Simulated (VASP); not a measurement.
A run of VASP 6.6.1:

Contents of INCAR:

```
SYSTEM = ZnB4
  PREC = Accurate
  ENCUT = 520
  EDIFF = 1E-6
  ISMEAR = 0
  SIGMA = 0.1
  LREAL = .FALSE.
  LASPH = .TRUE.
  NELM = 100
  ALGO = Normal
  ISIF = 2
  LWAVE = .FALSE.
  LCHARG = .FALSE.
  GGA = PE
  NBANDS = 20
```

Contents of KPOINTS:

```
Automatic mesh
0
G
  4 4 8
  0 0 0
```

POSCAR

```
ZnB4
1.0
    4.8536425032      0.0000000000      0.0000000000
    0.0000000000      4.8536425032      0.0000000000
    0.0000000000      0.0000000000      2.0846944488
Zn B
1 4
Direct
    0.0000000000      0.0000000000      0.5000000000
    0.3211197418      0.3211197418      0.5000000000
    0.6788802582      0.6788802582      0.5000000000
    0.3211197418      0.6788802582      0.5000000000
    0.6788802582      0.3211197418      0.5000000000
```

Potentials or basis: VASP PAW PBE potentials, release 64 (Zn, B).

Run with:

```sh
$ cat potpaw_PBE.64/Zn/POTCAR potpaw_PBE.64/B/POTCAR > POTCAR
$ mpirun -np 1 vasp_std > vasp.out
```

Hardware: 1 thread of AMD EPYC 9R45 (Zen 5) (shared host).

Question: How long does it take, and how much memory?

Answer: It took 10 s on 1 thread of AMD EPYC 9R45 (Zen 5) (shared host), peak memory 0.13 GiB. Counts: scf iterations 13, k points 30.
